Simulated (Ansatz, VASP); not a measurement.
# C: VASP beside Ansatz

```xyz
2
Lattice="0.0000 1.7834 1.7834 1.7834 0.0000 1.7834 1.7834 1.7834 0.0000" Properties=species:S:1:pos:R:3 pbc="T T T"
C     2.6751    2.6751    2.6751
C     1.7834    1.7834    1.7834
```

Alike in both runs: functional revPBE; k mesh 13 × 13 × 13; occupations fermi-dirac, width 0.05 eV; no spin polarisation.

|  | VASP | Ansatz |
| --- | --- | --- |
| version | VASP 6.6.1 | Ansatz 0.2.0 |
| potentials or method | VASP PAW PBE potentials, release 64 (C), cutoff 520 eV | all-electron LAPW, scalar-relativistic |
| task | single point | band structure |

|  | VASP | Ansatz | Ansatz less VASP |
| --- | --- | --- | --- |
| gap on the k mesh at the Fermi level (eV) | 4.13 | 4.14 | +0.011 |
| least direct gap on the mesh (eV) | 5.59 | 5.60 | +0.013 |
| pressure (GPa) | 7.0 | 6.4 | -0.62 |

VASP's potentials were made for PBE, not for revPBE. Ansatz ran all-electron here, and VASP with PAW potentials.
